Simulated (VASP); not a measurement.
A run of VASP 6.6.1 is set up as follows.

Contents of INCAR:

```
SYSTEM = Ru
  PREC = Accurate
  ENCUT = 520
  EDIFF = 1E-8
  ISMEAR = -1
  SIGMA = 0.03
  LREAL = .FALSE.
  LASPH = .TRUE.
  NELM = 80
  ALGO = Normal
  ISIF = 2
  LWAVE = .FALSE.
  LCHARG = .FALSE.
  GGA = PS
  LEFG = .TRUE.
  NBANDS = 21
```

Contents of KPOINTS:

```
regular mesh
0
G
  14 14 8
  0 0 0
```

The input POSCAR:

```
Ru
1.0
    2.6692299955      0.0000000000      0.0000000000
   -1.3346149977      2.3116209847      0.0000000000
    0.0000000000      0.0000000000      4.2240293924
Ru
2
Direct
    0.3333333333      0.6666666667      0.2500000000
    0.6666666667      0.3333333333      0.7500000000
```

Potentials or basis: VASP PAW PBE potentials, release 64 (Ru_pv).

Run with:

```bash
$ cat potpaw_PBE.64/Ru_pv/POTCAR > POTCAR
$ mpirun -np 1 vasp_std > vasp.out
```

Q: Predict the pressure.

A: 8.0 GPa.

Q: Predict the band gap on the k mesh.

A: Zero (band 14 reaches 15.22 eV, above the bottom of band 15 at 11.86 eV).

Electric field gradients, principal values (V/Å²):
```tsv
atom	least	middle	greatest (by size)
1 Ru	7.255	7.256	-14.510
2 Ru	7.255	7.256	-14.510
```

Caveat: without QUAD_EFG the Cq values of the log hold for a quadrupole moment of 1 mb, not for the nuclei; the PAW data sets were made with another functional, which shifts forces and pressure a little.
